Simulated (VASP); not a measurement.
Here is a VASP 6.6.1 calculation.

The input INCAR:

```
ALGO = Normal ; EDIFF = 1E-7
ENCUT = 520 ; GGA = PE
ISIF = 2 ; ISMEAR = 0
LASPH = True ; LCHARG = False
LREAL = False ; LWAVE = False
NBANDS = 24 ; NELM = 60
PREC = Accurate ; SIGMA = 0.1
```

Contents of KPOINTS:

```
k-points
0
Gamma
  6 6 6
```

The input POSCAR:

```
P
1.0
   -3.1254717422      3.1254717422      2.3373080545
    3.1254717422     -3.1254717422      2.3373080545
    3.1254717422      3.1254717422     -2.3373080545
P
6
Direct
    0.0000000000      0.0000000000      0.0000000000
    0.7500000000      0.2500000000      0.5000000000
    0.3750000000      0.6250000000      0.7500000000
    0.3750000000      0.1250000000      0.7500000000
    0.3750000000      0.6250000000      0.2500000000
    0.8750000000      0.6250000000      0.2500000000
```

Potentials or basis: VASP PAW PBE potentials, release 64 (P).

Launch:

```console
$ cat potpaw_PBE.64/P/POTCAR > POTCAR
$ mpirun -np 1 vasp_std > vasp.out
```

Estimate the pressure.

-0.3 GPa.

What does it give for the band gap on the k mesh?

Zero (band 15 reaches 9.41 eV, above the bottom of band 16 at 7.76 eV).
